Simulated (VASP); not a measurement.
Runs of VASP 6.6.1 on NdScSb2. The structure is that of space group P4/mmm (No. 123), or close to it. The cells are those of the table. The cell was generated, and may not be a known phase.

```tsv
task	spin	cell	k mesh	gap on the mesh (eV)	pressure (GPa)	relaxed volume (Å³/atom)
single point	collinear	a = 4.360, b = 4.360, c = 6.170 Å, 4 atoms	4 × 4 × 4	none	(a)	-
relaxation of cell and atoms	off	relaxed from a = 4.034, b = 4.034, c = 5.381 Å, 4 atoms	4 × 4 × 4	none	-0.1	29.50
single point	off	a = 4.365, b = 4.365, c = 6.168 Å, 4 atoms	10 × 10 × 8	none	0.2	-
relaxation of cell and atoms	off	relaxed from a = 4.360, b = 4.360, c = 6.170 Å, 4 atoms	10 × 10 × 8	none	0.0	29.50
single point	off	a = 4.034, b = 4.034, c = 5.381 Å, 4 atoms	4 × 4 × 4	none	31.6	-
```

Alike in all rows: level PBE; potentials or basis VASP PAW PBE potentials, release 64 (Nd_3, Sc_sv, Sb), 4f in core; cutoff (eV) 500; smearing gaussian 0.1 eV.

Question: Fill in the values left out.

Answer: (a) 0.3.

Caveats: some runs use coarse meshes; spin-orbit coupling is left out, which moves the levels of the heavy elements; the 4f electrons are frozen in the core, so they carry no moment and show no levels; the magnetic or orbital state may not be the lowest (at least some runs); the moments typed at the start vanished in this run (at least some runs); the volume moved by over 15 % at a fixed basis, so the end points are rough (at least some runs).

A k mesh can miss the band edges, and the runs leave out spin-orbit coupling on Nd, Sb.

A gap of «none» marks levels without a gap at the run's occupations.
